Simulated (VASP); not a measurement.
# Na3Al (Fm-3m) in VASP: single point with PBE

Aim: the single point of Na3Al with PBE.

All numbers are computed with VASP 6.6.1; they aren't measurements. Logs are shortened: lines on timing, memory, paths and dates and some standing lists are left out, and cuts for length are marked.

## (1) The cell of the first run

It takes space group Fm-3m (No. 225, cubic). The conventional cell has a = 7.666 Å, b = 7.666 Å, c = 7.666 Å, α = 90.00°, β = 90.00°, γ = 90.00°. Within 4.4 Å of Na (site symmetry -43m) lie 10 Na at 3.32 to 3.83 Å and 4 Al at 3.32 Å. Within 4.4 Å of Na (site symmetry m-3m) lie 8 Na at 3.32 Å and 6 Al at 3.83 Å. Al (site symmetry m-3m) has 14 Na at 3.32 to 3.83 Å within 4.4 Å.

## (2) Single point, PBE

Input file INCAR:

```
SYSTEM = Na3Al
ALGO     = Normal         ! electronic algorithm
EDIFF    = 1E-7           ! SCF threshold, eV
ENCUT    = 520            ! plane-wave cutoff, eV
GGA      = PE             ! functional
ISIF     = 2              ! what is computed and relaxed
ISMEAR   = -1             ! smearing method
LASPH    = .TRUE.         ! aspherical terms in the spheres
LCHARG   = .FALSE.        ! write CHGCAR
LREAL    = .FALSE.        ! projectors in reciprocal space
LWAVE    = .FALSE.        ! write WAVECAR
NBANDS   = 20             ! bands
NELM     = 80             ! most SCF steps
PREC     = Accurate       ! precision mode
SIGMA    = 0.1            ! smearing width, eV
```

Input file KPOINTS:

```
k-points
0
G
  7 7 7
  0 0 0
```

Input file POSCAR:

```
Na3Al
1.0
    0.0000000000      3.8330040000      3.8330040000
    3.8330040000      0.0000000000      3.8330040000
    3.8330040000      3.8330040000      0.0000000000
Na Al
3 1
Direct
    0.2500000000      0.2500000000      0.2500000000
    0.7500000000      0.7500000000      0.7500000000
    0.5000000000      0.5000000000      0.5000000000
    0.0000000000      0.0000000000      0.0000000000
```

Potentials or basis: VASP PAW PBE potentials, release 64 (Na_pv, Al).

Launch:

```bash
cat potpaw_PBE.64/Na_pv/POTCAR potpaw_PBE.64/Al/POTCAR > POTCAR
mpirun -np 1 vasp_std > vasp.out
```

OUTCAR:

```text
SYSTEM = Na3Al
   EDIFF = 1E-7
   ENCUT = 520
   GGA = PE
   ISIF = 2
   ISMEAR = -1
   LASPH = .TRUE.
   LREAL = .FALSE.
   NELM = 80
   PREC = Accurate

 ion  position               nearest neighbor table
   1  0.250  0.250  0.250-
   2  0.750  0.750  0.750-
   3  0.500  0.500  0.500-
   4  0.000  0.000  0.000-

  LATTYP: Found a face centered cubic cell.
 ALAT       =     7.6660080000

  Lattice vectors:

 A1 = (   0.0000000000,   3.8330040000,   3.8330040000)
 A2 = (   3.8330040000,   0.0000000000,   3.8330040000)
 A3 = (   3.8330040000,   3.8330040000,   0.0000000000)

Analysis of symmetry for initial positions (statically):
=====================================================================
 Subroutine PRICEL returns:
 Original cell was already a primitive cell.

 Routine SETGRP: Setting up the symmetry group for a
 face centered cubic supercell.

 Subroutine GETGRP returns: Found 48 space group operations
 (whereof 48 operations were pure point group operations)
 out of a pool of 48 trial point group operations.

The static configuration has the point symmetry O_h .

Analysis of symmetry for dynamics (positions and initial velocities):
=====================================================================
 Subroutine PRICEL returns:
 Original cell was already a primitive cell.

 Routine SETGRP: Setting up the symmetry group for a
 face centered cubic supercell.

 Subroutine GETGRP returns: Found 48 space group operations
 (whereof 48 operations were pure point group operations)
 out of a pool of 48 trial point group operations.

The dynamic configuration has the point symmetry O_h .

 Subroutine INISYM returns: Found 48 space group operations
 (whereof 48 operations are pure point group operations),
 and found     1 'primitive' translations

----------------------------------------------------------------------------------------

                                     Primitive cell

  volume of cell :     112.6284

  direct lattice vectors                    reciprocal lattice vectors
     0.000000000  3.833004000  3.833004000    -0.130445990  0.130445990  0.130445990
     3.833004000  0.000000000  3.833004000     0.130445990 -0.130445990  0.130445990
     3.833004000  3.833004000  0.000000000     0.130445990  0.130445990 -0.130445990

  length of vectors
     5.420686241  5.420686241  5.420686241     0.225939082  0.225939082  0.225939082

  position of ions in fractional coordinates (direct lattice)
     0.250000000  0.250000000  0.250000000
     0.750000000  0.750000000  0.750000000
     0.500000000  0.500000000  0.500000000
     0.000000000  0.000000000  0.000000000

  ion indices of the primitive-cell ions
   primitive index   ion index
                 1           1
                 2           2
                 3           3
                 4           4

----------------------------------------------------------------------------------------

 KPOINTS: k-points

Automatic generation of k-mesh.
 Grid dimensions read from file:
 generate k-points for:    7    7    7

 Generating k-lattice:

  Cartesian coordinates                     Fractional coordinates (reciprocal lattice)
    -0.018635141  0.018635141  0.018635141     0.142857143  0.000000000  0.000000000
     0.018635141 -0.018635141  0.018635141     0.000000000  0.142857143  0.000000000
     0.018635141  0.018635141 -0.018635141     0.000000000  0.000000000  0.142857143

  Length of vectors
     0.032277012  0.032277012  0.032277012

  Shift w.r.t. Gamma in fractional coordinates (k-lattice)
     0.000000000  0.000000000  0.000000000

 Subroutine IBZKPT returns following result:
 ===========================================

 Found     20 irreducible k-points:

 Following reciprocal coordinates:
            Coordinates               Weight
  0.000000  0.000000  0.000000      1.000000
  0.142857  0.000000  0.000000      8.000000
  0.285714  0.000000  0.000000      8.000000
  0.428571  0.000000  0.000000      8.000000
  0.142857  0.142857  0.000000      6.000000
  0.285714  0.142857  0.000000     24.000000
[... 12 lines left out ...]
 -0.428571  0.428571  0.142857     24.000000
 -0.285714  0.428571  0.142857     24.000000
   k-points           NKPTS =     20   k-points in BZ     NKDIM =     20   number of bands    NBANDS=     20
   number of dos      NEDOS =    301   number of ions     NIONS =      4
   total plane-waves  NPLWV =  64000
   dimension x,y,z NGX =    40 NGY =   40 NGZ =   40
   dimension x,y,z NGXF=    80 NGYF=   80 NGZF=   80
   ions per type =               3   1
   NGX,Y,Z   is equivalent  to a cutoff of  12.27, 12.27, 12.27 a.u.
   NGXF,Y,Z  is equivalent  to a cutoff of  24.54, 24.54, 24.54 a.u.
 SYSTEM =  Na3Al
   PREC   = accura    normal or accurate (medium, high low for compatibility)
   ISTART =      0    job   : 0-new  1-cont  2-samecut
   ICHARG =      2    charge: 1-file 2-atom 10-const
   ISPIN  =      1    spin polarized calculation?
   LNONCOLLINEAR =      F non collinear calculations
   LSORBIT =      F    spin-orbit coupling
   LASPH  =      T    aspherical Exc in radial PAW
   ENCUT  =  520.0 eV  38.22 Ry    6.18 a.u.  10.08 10.08 10.08*2*pi/ulx,y,z
   NELM   =     80;   NELMIN=  2; NELMDL= -5     # of ELM steps
   EDIFF  = 0.1E-06   stopping-criterion for ELM
   LREAL  =      F    real-space projection
   EDIFFG = 0.1E-05   stopping-criterion for IOM
   NSW    =      0    number of steps for IOM
   IBRION =     -1    ionic relax: 0-MD 1-quasi-New 2-CG
   NFREE  =      0    steps in history (QN), initial steepest desc. (CG)
   ISIF   =      2    stress and relaxation
   ISYM   =      2    0-nonsym 1-usesym 2-fastsym
   POTIM  = 0.5000    time-step for ionic-motion
   TEBEG  =    0.0;   TEEND  =   0.0 temperature during run
   PSTRESS=    0.0 pullay stress
   NELECT =      24.0000    total number of electrons
   NUPDOWN=      -1.0000    fix difference up-down
   EMIN   =  10.00;   EMAX   =-10.00  energy-range for DOS
   EFERMI =   0.00;   METHOD = LEGACY
   ISMEAR =    -1;   SIGMA  =   0.10  broadening in eV -4-tet -1-fermi 0-gaus
   EFERMI_NEDOS =   21; number of points for ismear=-14 and -15
   IALGO  =     38    algorithm
   IMIX   =      4    mixing-type and parameters
     AMIX     =   0.40;   BMIX     =  1.00
     AMIX_MAG =   1.60;   BMIX_MAG =  1.00
  volume/ion in A,a.u.               =      28.16       190.01
  Fermi-wavevector in a.u.,A,eV,Ry     =   0.977828  1.847828 13.009188  0.956148
  Thomas-Fermi vector in A             =   2.108556
   LORBIT       =      0    0 simple, 1 ext, 2 COOP (PROOUT), +10 PAW based schemes
   GGA     = PE    functional components
   LHFCALC =     F    Hartree Fock is set to
   AEXX    =    0.0000 exact exchange contribution
   IVDW    =     0    specifies the selected vdW correction
   LEPSILON=     F    determine dielectric tensor
   LRPA    =     F    only Hartree local field effects (RPA)
 non-spin polarized calculation
  energy-cutoff  :      520.00
  volume of cell :      112.63
 maximum number of plane-waves:      3071
   NGX = 21   NGY = 21   NGZ = 21

 number of electron      23.9999987 magnetization

 Free energy of the ion-electron system (eV)
  ---------------------------------------------------
  ext. energy  EPLUGINS =         0.00000000
  ---------------------------------------------------
  free energy    TOTEN  =        -7.03313321 eV

  energy without entropy =       -6.94599300  energy(sigma->0) =       -6.98956311

 E-fermi :   1.4855     XC(G=0):  -7.5255

 val. band max:        1.4580626227   @ k =  -0.4286   0.2857   0.1429
 cond. band min:       1.5108657593   @ k =   0.4286   0.2857   0.0000
 fundamental gap:      0.0528031365
 Fermi energy:         1.4854722119

 k-point     1 :       0.0000    0.0000    0.0000
  band No.  band energies     occupation
      1     -23.2717      2.00000
      2     -23.2717      2.00000
      3     -23.2717      2.00000
      4     -22.8221      2.00000
      5     -22.8221      2.00000
      6     -22.8221      2.00000
[... 12 lines left out ...]
     19       6.3348      0.00000
     20       6.9734      0.00000

 k-point     2 :       0.1429    0.0000    0.0000
  band No.  band energies     occupation
      1     -23.2718      2.00000
      2     -23.2718      2.00000
      3     -23.2717      2.00000
      4     -22.8214      2.00000
      5     -22.8214      2.00000
      6     -22.8212      2.00000
[... 12 lines left out ...]
     19       5.6886      0.00000
     20       6.7057      0.00000

 k-point     3 :       0.2857    0.0000    0.0000
  band No.  band energies     occupation
      1     -23.2720      2.00000
      2     -23.2720      2.00000
      3     -23.2719      2.00000
      4     -22.8195      2.00000
      5     -22.8195      2.00000
      6     -22.8192      2.00000
[... 12 lines left out ...]
     19       6.1713      0.00000
     20       6.6352      0.00000

 k-point     4 :       0.4286    0.0000    0.0000
  band No.  band energies     occupation
      1     -23.2722      2.00000
      2     -23.2722      2.00000
      3     -23.2720      2.00000
      4     -22.8171      2.00000
      5     -22.8169      2.00000
      6     -22.8169      2.00000
[... 12 lines left out ...]
     19       7.4296      0.00000
     20       7.9074      0.00000

 k-point     5 :       0.1429    0.1429    0.0000
  band No.  band energies     occupation
      1     -23.2719      2.00000
      2     -23.2719      2.00000
      3     -23.2715      2.00000
      4     -22.8221      2.00000
      5     -22.8221      2.00000
      6     -22.8193      2.00000
[... 12 lines left out ...]
     19       6.5376      0.00000
     20       7.2722      0.00000
[... 261 lines left out ...]
      6     -22.8188      2.00000
[... 12 lines left out ...]
     19       8.1492      0.00000
     20       8.2972      0.00000

 k-point    18 :      -0.4286    0.2857    0.1429
  band No.  band energies     occupation
      1     -23.2726      2.00000
      2     -23.2722      2.00000
      3     -23.2719      2.00000
      4     -22.8227      2.00000
      5     -22.8210      2.00000
      6     -22.8166      2.00000
[... 12 lines left out ...]
     19       7.4767      0.00000
     20       8.3217      0.00000

 k-point    19 :      -0.4286    0.4286    0.1429
  band No.  band energies     occupation
      1     -23.2729      2.00000
      2     -23.2726      2.00000
      3     -23.2714      2.00000
      4     -22.8247      2.00000
      5     -22.8222      2.00000
      6     -22.8192      2.00000
[... 12 lines left out ...]
     19       7.9915      0.00000
     20       9.3483      0.00000

 k-point    20 :      -0.2857    0.4286    0.1429
  band No.  band energies     occupation
      1     -23.2729      2.00000
      2     -23.2722      2.00000
      3     -23.2718      2.00000
      4     -22.8247      2.00000
      5     -22.8222      2.00000
      6     -22.8166      2.00000
[... 12 lines left out ...]
     19       7.8171      0.00000
     20       9.2935      0.00000

------------------------ aborting loop because EDIFF is reached ----------------------------------------

  FORCE on cell =-STRESS in cart. coord.  units (eV):
  Direction    XX          YY          ZZ          XY          YZ          ZX
  --------------------------------------------------------------------------------------
  -------------------------------------------------------------------------------------
  Total        0.0724376      0.0724376      0.0724376      0.0000000      0.0000000      0.0000000
  in kB        1.0304501      1.0304501      1.0304501      0.0000000      0.0000000      0.0000000
  external PRESSURE =       1.0304501 kB  Pullay stress =       0.0000000 kB

 VOLUME and BASIS-vectors are now :
 -----------------------------------------------------------------------------
  energy-cutoff  :      520.00
  volume of cell :      112.63
      direct lattice vectors                 reciprocal lattice vectors
     0.000000000  3.833004000  3.833004000    -0.130445990  0.130445990  0.130445990
     3.833004000  0.000000000  3.833004000     0.130445990 -0.130445990  0.130445990
     3.833004000  3.833004000  0.000000000     0.130445990  0.130445990 -0.130445990

 POSITION                                       TOTAL-FORCE (eV/Angst)
 -----------------------------------------------------------------------------------
      1.91650      1.91650      1.91650        -0.000000     -0.000000     -0.000000
      5.74951      5.74951      5.74951         0.000000      0.000000      0.000000
      3.83300      3.83300      3.83300        -0.000000      0.000000      0.000000
      0.00000      0.00000      0.00000        -0.000000      0.000000      0.000000
 -----------------------------------------------------------------------------------
    total drift:                               -0.000000     -0.000000      0.000000

  FREE ENERGIE OF THE ION-ELECTRON SYSTEM (eV)
  ---------------------------------------------------
  free  energy   TOTEN  =        -7.0331332136 eV

  energy  without entropy=       -6.9459930012  energy(sigma->0) =       -6.98956311
```

Wall time 18 s (1 thread of Intel Xeon 6975P-C (Granite Rapids), shared host); peak memory 0.24 GiB.

What came out:

* Free energy: -7.0331 eV
* Pressure: 0.1 GPa
* Band gap on the k mesh: zero (bands 12 and 13 overlap by 1.68 eV)
